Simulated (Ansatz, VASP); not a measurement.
## GaN: VASP beside Ansatz

```
CELL_PARAMETERS angstrom
5.21605 1.33384 -0.04008
1.35314 5.53028 0.00179
-0.01965 -0.03979 5.70410
ATOMIC_POSITIONS crystal
Ga 0.67222 0.07927 0.30127
Ga 0.51434 0.36709 0.81329
Ga 0.01038 0.39557 0.12965
Ga 0.15447 0.08908 0.61991
Ga 0.68865 0.71152 0.63757
Ga 0.34582 0.75450 0.14022
N 0.32326 0.75636 0.78727
N 0.52844 0.09939 0.61500
N 0.70714 0.70946 0.28019
N 0.38179 0.38228 0.13276
N 0.88973 0.37850 0.80338
N 0.04237 0.07028 0.29131
```

Alike in both runs: task single point; functional PBE; k mesh 5 × 5 × 4; occupations gaussian, width 0.02 eV; no spin polarisation.

|  | VASP | Ansatz |
| --- | --- | --- |
| version | VASP 6.6.1 | Ansatz 0.2.0 |
| potentials or method | VASP PAW PBE potentials, release 64 (Ga_d, N), cutoff 520 eV | scalar-relativistic, plane waves, PAW |
| valence electrons in the cell | 108 | 108 |

|  | VASP | Ansatz | Ansatz less VASP |
| --- | --- | --- | --- |
| gap on the k mesh at the Fermi level (eV) | 1.24 | 1.24 | +0.002 |
| least direct gap on the mesh (eV) | 1.24 | 1.24 | +0.002 |
| rms of the force components (eV/Å) | 0.013 | 0.002 | -0.0109 |

Atom by atom the forces differ by 0.012 eV/Å (rms over components). With one functional, cell and mesh, what is left measures potentials, basis and numerics.
